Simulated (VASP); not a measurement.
SiNi:

```
Ni Si
1.0
     5.17310    0.00000    0.00000
     0.00000    3.33810    0.00000
     0.00000    0.00000    5.60490
Ni Si
4 4
Direct
  0.00779 0.25000 0.18752
  0.49221 0.75000 0.68752
  0.50779 0.25000 0.31248
  0.99221 0.75000 0.81248
  0.32128 0.75000 0.08250
  0.17872 0.25000 0.58250
  0.82128 0.75000 0.41750
  0.67872 0.25000 0.91750
```

Base run:

* Program: VASP 6.6.1
* Functional: PBE
* Potentials or basis: VASP PAW PBE potentials, release 64 (Ni, Si)
* Cutoff: 520 eV
* k mesh: 5 × 7 × 4
* Occupations: fermi-dirac, width 0.1 eV
* Spin: collinear spin, ferromagnetic start
* Starting moments: [0.6, 0.6, 0.6, 0.6, 0.0, 0.0, 0.0, 0.0] μB
* Fixed moment: 2.4 μB

Its results: pressure 4.4 GPa; net moment 2.40 μB per cell; largest force 0.196 eV/Å.

Question: The run is repeated on the same cell with these changes: fixed moment from 2.4 μB to none; moments at the start from [0.6, 0.6, 0.6, 0.6, 0.0, 0.0, 0.0, 0.0] to [0.2, 0.2, 0.2, 0.2, 0.0, 0.0, 0.0, 0.0]. What comes out?

Answer: Pressure 1.8 GPa; net moment 0.00 μB per cell; largest force 0.051 eV/Å.

Caveats: the cell stands under pressure (at least some runs); the total moment is fixed, so each spin has its own Fermi level and the state may be an excited one (at least some runs).
